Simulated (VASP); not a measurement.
Runs of VASP 6.6.1 on CoO. The structure is that of space group Fm-3m (No. 225), or close to it. The cells are those of the table. 

```csv
spin,cell,gap on the mesh (eV),pressure (GPa),moment (μB)
"collinear, ferromagnetic start","a = 3.005 Å, angles 60.0°, 2 atoms",none,-0.5,2.92
"collinear, ferromagnetic start","a = 3.014 Å, angles 60.0°, 2 atoms",none,(b),(a)
off,"a = 3.005 Å, angles 60.0°, 2 atoms",none,-18.9,-
"collinear, ferromagnetic start","a = 3.003 Å, angles 60.0°, 2 atoms",none,-0.3,2.92
```

Alike in all rows: task single point; level PBE; potentials or basis VASP PAW PBE potentials, release 64 (Co, O); k mesh 14 × 14 × 14; cutoff (eV) 520; smearing gaussian 0.05 eV.

Question: Fill in the values left out.

Answer: (a) 2.95; (b) -2.2.

Caveats: semilocal functionals often make such compounds metallic where correlation or magnetic order opens a gap, which also shifts bond lengths; a cell with one magnetic atom can't hold antiferromagnetic order, which such compounds often take (some runs); an odd number of electrons without spin polarisation forces a metal (some runs); a magnetic or distorted state may lie lower (some runs).

A gap of «none» marks levels without a gap at the run's occupations.
